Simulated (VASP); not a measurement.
# GaP (F-43m) in VASP: further runs

The runs below take GaP through single point, with r2SCAN.

All numbers are computed with VASP 6.6.1; they aren't measurements. Logs are shortened: lines on timing, memory, paths and dates and some standing lists are left out, and cuts for length are marked.

**What was measured.**

From “Stacking defects in GaP nanowires: Electronic structure and optical properties”, 2018, arxiv:1810.01194, for a bulk crystal of GaP at 10 K: band gap 2.34 eV (indirect).

The results are compared with them further down.

**1. The cell of the first run**

The structure is cubic, space group F-43m (No. 216). The conventional cell has a = 5.451 Å, b = 5.451 Å, c = 5.451 Å, α = 90.00°, β = 90.00°, γ = 90.00°. Within 3.1 Å of Ga (site symmetry -43m) lie 4 P at 2.36 Å. P (site symmetry -43m) has 4 Ga at 2.36 Å within 3.1 Å.

**2. Single point, r2SCAN**

POSCAR

```
GaP
1.0
    0.0000000000      2.7252500000      2.7252500000
    2.7252500000      0.0000000000      2.7252500000
    2.7252500000      2.7252500000      0.0000000000
Ga P
1 1
Direct
    0.0000000000      0.0000000000      0.0000000000
    0.2500000000      0.2500000000      0.2500000000
```

INCAR.step1

```
SYSTEM = GaP
ALGO = Normal ; EDIFF = 1E-4
ENCUT = 520 ; GGA = PE
ISMEAR = 0 ; LASPH = .True.
LCHARG = .False. ; LREAL = .False.
LWAVE = .True. ; NBANDS = 16
NELM = 100 ; PREC = Accurate
SIGMA = 0.05
```

INCAR.step2

```
SYSTEM = GaP
ALGO = Normal ; EDIFF = 1E-6
ENCUT = 520 ; ISIF = 2
ISMEAR = 0 ; ISTART = 1
LASPH = .True. ; LCHARG = .True.
LELF = .True. ; LMIXTAU = .True.
LREAL = .False. ; LVHAR = .True.
LWAVE = .False. ; METAGGA = R2SCAN
NBANDS = 16 ; NELM = 100
PREC = Accurate ; SIGMA = 0.05
```

KPOINTS

```
k-points
0
Gamma
  10 10 10
  0 0 0
```

Potentials or basis: VASP PAW PBE potentials, release 64 (Ga_d, P).

On the command line:

```sh
$ cat potpaw_PBE.64/Ga_d/POTCAR potpaw_PBE.64/P/POTCAR > POTCAR
$ cp INCAR.step1 INCAR
$ mpirun -np 1 vasp_std > vasp.out
$ cp INCAR.step2 INCAR
$ mpirun -np 1 vasp_std > vasp.out
```

OUTCAR:

```text
SYSTEM = GaP
   EDIFF = 1E-6
   ENCUT = 520
   ISIF = 2
   ISMEAR = 0
   ISTART = 1
   LASPH = .True.
   LREAL = .False.
   METAGGA = R2SCAN
   NELM = 100
   PREC = Accurate

 ion  position               nearest neighbor table
   1  0.000  0.000  0.000-   2 2.36   2 2.36   2 2.36   2 2.36
   2  0.250  0.250  0.250-   1 2.36   1 2.36   1 2.36   1 2.36

  LATTYP: Found a face centered cubic cell.
 ALAT       =     5.4505000000

  Lattice vectors:

 A1 = (   0.0000000000,   2.7252500000,   2.7252500000)
 A2 = (   2.7252500000,   0.0000000000,   2.7252500000)
 A3 = (   2.7252500000,   2.7252500000,   0.0000000000)

Analysis of symmetry for initial positions (statically):
=====================================================================
 Subroutine PRICEL returns:
 Original cell was already a primitive cell.

 Routine SETGRP: Setting up the symmetry group for a
 face centered cubic supercell.

 Subroutine GETGRP returns: Found 24 space group operations
 (whereof 24 operations were pure point group operations)
 out of a pool of 48 trial point group operations.

The static configuration has the point symmetry T_d .

Analysis of symmetry for dynamics (positions and initial velocities):
=====================================================================
 Subroutine PRICEL returns:
 Original cell was already a primitive cell.

 Routine SETGRP: Setting up the symmetry group for a
 face centered cubic supercell.

 Subroutine GETGRP returns: Found 24 space group operations
 (whereof 24 operations were pure point group operations)
 out of a pool of 48 trial point group operations.

The dynamic configuration has the point symmetry T_d .

 Subroutine INISYM returns: Found 24 space group operations
 (whereof 24 operations are pure point group operations),
 and found     1 'primitive' translations

----------------------------------------------------------------------------------------

                                     Primitive cell

  volume of cell :      40.4808

  direct lattice vectors                    reciprocal lattice vectors
     0.000000000  2.725250000  2.725250000    -0.183469406  0.183469406  0.183469406
     2.725250000  0.000000000  2.725250000     0.183469406 -0.183469406  0.183469406
     2.725250000  2.725250000  0.000000000     0.183469406  0.183469406 -0.183469406

  length of vectors
     3.854085511  3.854085511  3.854085511     0.317778334  0.317778334  0.317778334

  position of ions in fractional coordinates (direct lattice)
     0.000000000  0.000000000  0.000000000
     0.250000000  0.250000000  0.250000000

  ion indices of the primitive-cell ions
   primitive index   ion index
                 1           1
                 2           2

----------------------------------------------------------------------------------------

 KPOINTS: k-points

Automatic generation of k-mesh.
 Grid dimensions read from file:
 generate k-points for:   10   10   10

 Generating k-lattice:

  Cartesian coordinates                     Fractional coordinates (reciprocal lattice)
    -0.018346941  0.018346941  0.018346941     0.100000000  0.000000000  0.000000000
     0.018346941 -0.018346941  0.018346941     0.000000000  0.100000000  0.000000000
     0.018346941  0.018346941 -0.018346941     0.000000000  0.000000000  0.100000000

  Length of vectors
     0.031777833  0.031777833  0.031777833

  Shift w.r.t. Gamma in fractional coordinates (k-lattice)
     0.000000000  0.000000000  0.000000000

 Subroutine IBZKPT returns following result:
 ===========================================

 Found     47 irreducible k-points:

 Following reciprocal coordinates:
            Coordinates               Weight
  0.000000  0.000000  0.000000      1.000000
  0.100000  0.000000  0.000000      8.000000
  0.200000  0.000000  0.000000      8.000000
  0.300000  0.000000  0.000000      8.000000
  0.400000  0.000000  0.000000      8.000000
  0.500000  0.000000  0.000000      4.000000
[... 16 lines left out ...]
  0.300000  0.300000  0.000000      6.000000
  0.400000  0.300000  0.000000     24.000000
 [... further k-points ...]
   k-points           NKPTS =     47   k-points in BZ     NKDIM =     47   number of bands    NBANDS=     16
   number of dos      NEDOS =    301   number of ions     NIONS =      2
   total plane-waves  NPLWV =  27000
   dimension x,y,z NGX =    30 NGY =   30 NGZ =   30
   dimension x,y,z NGXF=    60 NGYF=   60 NGZF=   60
   ions per type =               1   1
   NGX,Y,Z   is equivalent  to a cutoff of  12.94, 12.94, 12.94 a.u.
   NGXF,Y,Z  is equivalent  to a cutoff of  25.88, 25.88, 25.88 a.u.
 SYSTEM =  GaP
   PREC   = accura    normal or accurate (medium, high low for compatibility)
   ISTART =      1    job   : 0-new  1-cont  2-samecut
   ICHARG =      0    charge: 1-file 2-atom 10-const
   ISPIN  =      1    spin polarized calculation?
   LNONCOLLINEAR =      F non collinear calculations
   LSORBIT =      F    spin-orbit coupling
   LASPH  =      T    aspherical Exc in radial PAW
   ENCUT  =  520.0 eV  38.22 Ry    6.18 a.u.   7.17  7.17  7.17*2*pi/ulx,y,z
   NELM   =    100;   NELMIN=  2; NELMDL=  0     # of ELM steps
   EDIFF  = 0.1E-05   stopping-criterion for ELM
   LREAL  =      F    real-space projection
   EDIFFG = 0.1E-04   stopping-criterion for IOM
   NSW    =      0    number of steps for IOM
   IBRION =     -1    ionic relax: 0-MD 1-quasi-New 2-CG
   NFREE  =      0    steps in history (QN), initial steepest desc. (CG)
   ISIF   =      2    stress and relaxation
   ISYM   =      2    0-nonsym 1-usesym 2-fastsym
   POTIM  = 0.5000    time-step for ionic-motion
   TEBEG  =    0.0;   TEEND  =   0.0 temperature during run
   PSTRESS=    0.0 pullay stress
   NELECT =      18.0000    total number of electrons
   NUPDOWN=      -1.0000    fix difference up-down
   EMIN   =  10.00;   EMAX   =-10.00  energy-range for DOS
   EFERMI =   0.00;   METHOD = LEGACY
   ISMEAR =     0;   SIGMA  =   0.05  broadening in eV -4-tet -1-fermi 0-gaus
   EFERMI_NEDOS =   21; number of points for ismear=-14 and -15
   IALGO  =     38    algorithm
   IMIX   =      4    mixing-type and parameters
     AMIX     =   0.40;   BMIX     =  1.00
     AMIX_MAG =   1.60;   BMIX_MAG =  1.00
  volume/ion in A,a.u.               =      20.24       136.59
  Fermi-wavevector in a.u.,A,eV,Ry     =   1.249538  2.361284 21.243377  1.561344
  Thomas-Fermi vector in A             =   2.383574
   LORBIT       =      0    0 simple, 1 ext, 2 COOP (PROOUT), +10 PAW based schemes
   METAGGA = R2SCAN    functional components
   LHFCALC =     F    Hartree Fock is set to
   AEXX    =    0.0000 exact exchange contribution
   IVDW    =     0    specifies the selected vdW correction
   LEPSILON=     F    determine dielectric tensor
   LRPA    =     F    only Hartree local field effects (RPA)
 non-spin polarized calculation
 Gauss-broadening in eV      SIGMA  =   0.05
  energy-cutoff  :      520.00
  volume of cell :       40.48
 maximum number of plane-waves:      1106
 NGX is ok and might be reduce to    30
   NGX = 15   NGY = 15   NGZ = 15

 number of electron      17.9999989 magnetization

 Free energy of the ion-electron system (eV)
  ---------------------------------------------------
  ext. energy  EPLUGINS =         0.00000000
  ---------------------------------------------------
  free energy    TOTEN  =       -21.46470415 eV

  energy without entropy =      -21.46470415  energy(sigma->0) =      -21.46470415

 E-fermi :   4.6575     XC(G=0): -10.5493

 val. band max:        4.4611413241   @ k =   0.0000   0.0000   0.0000
 cond. band min:       6.3253482751   @ k =   0.4000   0.4000   0.0000
 fundamental gap:      1.8642069510
 Fermi energy:         4.6575188510

 k-point     1 :       0.0000    0.0000    0.0000
  band No.  band energies     occupation
      1     -10.5270      2.00000
      2     -10.5270      2.00000
      3     -10.5269      2.00000
      4     -10.4132      2.00000
      5     -10.4132      2.00000
      6      -8.5604      2.00000
[... 8 lines left out ...]
     15      14.7350      0.00000
     16      14.7350      0.00000

 k-point     2 :       0.1000    0.0000    0.0000
  band No.  band energies     occupation
      1     -10.5377      2.00000
      2     -10.5236      2.00000
      3     -10.5236      2.00000
      4     -10.4132      2.00000
      5     -10.4132      2.00000
      6      -8.4230      2.00000
[... 8 lines left out ...]
     15      14.2658      0.00000
     16      14.5562      0.00000

 k-point     3 :       0.2000    0.0000    0.0000
  band No.  band energies     occupation
      1     -10.5634      2.00000
      2     -10.5155      2.00000
      3     -10.5155      2.00000
      4     -10.4127      2.00000
      5     -10.4127      2.00000
      6      -8.0261      2.00000
[... 8 lines left out ...]
     15      13.8403      0.00000
     16      15.2230      0.00000

 k-point     4 :       0.3000    0.0000    0.0000
  band No.  band energies     occupation
      1     -10.5916      2.00000
      2     -10.5069      2.00000
      3     -10.5069      2.00000
      4     -10.4106      2.00000
      5     -10.4106      2.00000
      6      -7.4215      2.00000
[... 8 lines left out ...]
     15      14.2825      0.00000
     16      14.8279      0.00000
[... 324 lines left out ...]
 k-point    22 :      -0.2000    0.2000    0.0000
  band No.  band energies     occupation
      1     -10.5985      2.00000
      2     -10.5017      2.00000
      3     -10.4998      2.00000
      4     -10.4167      2.00000
      5     -10.4088      2.00000
      6      -7.2152      2.00000
[... 8 lines left out ...]
     15      16.4693      0.00000
     16      17.2856      0.00000

 k-point    23 :       0.3000    0.3000    0.0000
  band No.  band energies     occupation
      1     -10.6215      2.00000
      2     -10.4819      2.00000
      3     -10.4818      2.00000
      4     -10.4363      2.00000
      5     -10.3979      2.00000
      6      -7.0295      2.00000
[... 8 lines left out ...]
     15      16.1481      0.00000
     16      19.0471      0.00000

 k-point    24 :       0.4000    0.3000    0.0000
  band No.  band energies     occupation
      1     -10.6348      2.00000
      2     -10.4754      2.00000
      3     -10.4733      2.00000
      4     -10.4392      2.00000
      5     -10.3957      2.00000
      6      -6.4874      2.00000
[... 8 lines left out ...]
     15      16.8576      0.00000
     16      19.0137      0.00000

 [... further k-points ...]
[... 5 lines left out ...]
  --------------------------------------------------------------------------------------
  -------------------------------------------------------------------------------------
  Total       -0.0032657     -0.0032657     -0.0032657      0.0000000      0.0000000     -0.0000000
  in kB       -0.1292532     -0.1292532     -0.1292532      0.0000000      0.0000000     -0.0000000
  external PRESSURE =      -0.1292532 kB  Pullay stress =       0.0000000 kB

 VOLUME and BASIS-vectors are now :
 -----------------------------------------------------------------------------
  energy-cutoff  :      520.00
  volume of cell :       40.48
      direct lattice vectors                 reciprocal lattice vectors
     0.000000000  2.725250000  2.725250000    -0.183469406  0.183469406  0.183469406
     2.725250000  0.000000000  2.725250000     0.183469406 -0.183469406  0.183469406
     2.725250000  2.725250000  0.000000000     0.183469406  0.183469406 -0.183469406

 POSITION                                       TOTAL-FORCE (eV/Angst)
 -----------------------------------------------------------------------------------
      0.00000      0.00000      0.00000        -0.000000     -0.000000     -0.000000
      1.36262      1.36262      1.36262         0.000000      0.000000      0.000000
 -----------------------------------------------------------------------------------
    total drift:                                0.000010      0.000010      0.000010

  FREE ENERGIE OF THE ION-ELECTRON SYSTEM (eV)
  ---------------------------------------------------
  free  energy   TOTEN  =       -21.4647041457 eV

  energy  without entropy=      -21.4647041457  energy(sigma->0) =      -21.46470415
```

It took 85 s on 1 thread of AMD EPYC 9R45 (Zen 5), shared host; peak memory 0.16 GiB.

Results:

* Free energy: -21.4647 eV
* Pressure: 0.0 GPa
* Band gap on the k mesh: 1.86 eV, indirect (least direct gap 2.34 eV)

Caveat: the PAW data sets were made with another functional, which shifts forces and pressure a little.

**3. Single point, r2SCAN**

This run uses another cell than the first one, of 24.29 Å³/atom, 1.200 times its volume.

POSCAR

```
GaP
1.0
    0.0000000000      2.8960102657      2.8960102657
    2.8960102657      0.0000000000      2.8960102657
    2.8960102657      2.8960102657      0.0000000000
Ga P
1 1
Direct
    0.0000000000      0.0000000000      0.0000000000
    0.2500000000      0.2500000000      0.2500000000
```

INCAR.step1

```
SYSTEM = GaP
ALGO = Normal
EDIFF = 1E-4
ENCUT = 520
GGA = PE
ISMEAR = 0
LASPH = .TRUE.
LCHARG = .FALSE.
LREAL = .FALSE.
LWAVE = .TRUE.
NBANDS = 16
NELM = 80
PREC = Accurate
SIGMA = 0.05
```

INCAR.step2

```
SYSTEM = GaP
ALGO = Normal
EDIFF = 1E-6
ENCUT = 520
ISIF = 2
ISMEAR = 0
ISTART = 1
LASPH = .TRUE.
LCHARG = .FALSE.
LMIXTAU = .TRUE.
LREAL = .FALSE.
LWAVE = .FALSE.
METAGGA = R2SCAN
NBANDS = 16
NELM = 80
PREC = Accurate
SIGMA = 0.05
```

KPOINTS

```
k-points
0
G
  10 10 10
  0 0 0
```

Potentials or basis: VASP PAW PBE potentials, release 64 (Ga_d, P).

On the command line:

```sh
$ cat potpaw_PBE.64/Ga_d/POTCAR potpaw_PBE.64/P/POTCAR > POTCAR
$ cp INCAR.step1 INCAR
$ mpirun -np 1 vasp_std > vasp.out
$ cp INCAR.step2 INCAR
$ mpirun -np 1 vasp_std > vasp.out
```

It took 72 s on 1 thread of AMD EPYC 9R45 (Zen 5), shared host; peak memory 0.16 GiB.

It converged, with:

```
Free energy            : -21.1464 eV
Pressure               : -10.6 GPa
Band gap on the k mesh : 0.81 eV, direct
```

Levels at points of the mesh, in eV from the valence-band top:
```
           k point  band 5  band 6  band 7  band 8  band 9  band 10  band 11  band 12  band 13  band 14
(0.00, 0.00, 0.00)  -14.74  -11.76    0.00    0.00    0.00     0.81     4.18     4.18     4.18     8.60
(0.50, 0.00, 0.00)  -14.73  -10.15   -5.90   -0.92   -0.92     1.45     5.04     5.04     8.28    10.38
(0.50, 0.50, 0.00)  -14.72   -9.46   -6.16   -2.21   -2.21     2.15     2.22     9.93     9.93    10.38
```

Caveat: the PAW data sets were made with another functional, which shifts forces and pressure a little. r2SCAN opens gaps a little over a GGA but as a rule still falls short of measured ones.

**4. Comparison with measurements**

Step 2. A measured gap of GaP is 2.34 eV (indirect; 10 K; quoted in “Stacking defects in GaP nanowires: Electronic structure and optical properties”, 2018, arxiv:1810.01194); the calculated 1.86 eV misses it by -0.48 eV. Spin-orbit coupling on Ga is left out. The value is that of r2SCAN on a finite k mesh, which can miss the band edges, without temperature or zero-point motion.
